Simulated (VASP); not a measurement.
Set up this calculation in VASP 6.6.1, as the native input.

| Item | Value |
| --- | --- |
| Task | single point |
| Functional | PBE |
| Dispersion | D3(BJ) |
| Potentials or basis | VASP PAW PBE potentials, release 64 (Ti_sv, O) |
| Cutoff | 600 eV |
| k mesh | 9 × 6 × 3 |
| Occupations | gaussian, width 0.05 eV |
| Spin | no spin polarisation |
| Dipole correction | no |
| Further INCAR settings | ALGO = Normal; EDIFF = 1e-06; NBANDS = 60 |

The structure of TiO2 lies in POSCAR:

```
TiO2
1.0
    1.4862023626     -2.5741780023      0.0000000000
    1.4862023626     -0.8580593341     -4.8692577686
   10.6511169318      3.5752472255     -4.0577148072
Ti O
4 8
Direct
   -0.3166833333     -0.7917083333      0.9500500000
    0.4333166667     -0.1667083333      0.2000500000
   -0.1500166667     -0.3750416667      0.4500500000
    0.2666500000     -0.5833750000      0.7000500000
    0.8672364970      0.1152967567      0.1001534995
    0.2839031637     -0.0930365766      0.3501534995
    0.7005698304     -0.3013699100      0.6001534995
    0.1172364970     -0.5097032433      0.8501534995
    0.5827301696      0.7596199099      0.0499465005
   -0.0006031637      0.5512865766      0.2999465005
    0.4160635030      0.3429532433      0.5499465005
   -0.1672698303      0.1346199099      0.7999465005
```

This cell differs from its parent crystal: the part above a cut slid along it.

The input as run:

INCAR

```
SYSTEM = TiO2
PREC = Accurate
ENCUT = 600
EDIFF = 1E-6
ISMEAR = 0
SIGMA = 0.05
LREAL = .False.
LASPH = .True.
NELM = 120
ALGO = Normal
ISIF = 2
LWAVE = .False.
LCHARG = .False.
GGA = PE
IVDW = 12
NBANDS = 60
GGA_COMPAT = .False.
```

KPOINTS

```
Automatic mesh
0
Gamma
  9 6 3
  0 0 0
```

Potentials or basis: VASP PAW PBE potentials, release 64 (Ti_sv, O).

Run with:

```console
$ cat potpaw_PBE.64/Ti_sv/POTCAR potpaw_PBE.64/O/POTCAR > POTCAR
$ mpirun -np 1 vasp_std > vasp.out
```

It gave:

| Quantity | Value |
| --- | --- |
| Pressure | 1.8 GPa |
| Largest force | 4.598 eV/Å |
| Band gap on the k mesh | 1.39 eV |
| Dispersion energy per atom | -0.200 eV |

Caveat: the cell differs from its parent crystal (the part above a cut slid along it); the stress differs along the axes, from -5 to 6 GPa; forces of over 1 eV/Å act on the atoms, so gaps and moduli don't describe the material at rest.

Run time: 20 min on 1 thread of Oxide Virtual Turin-like Processor (shared host), peak memory 0.7 GiB.
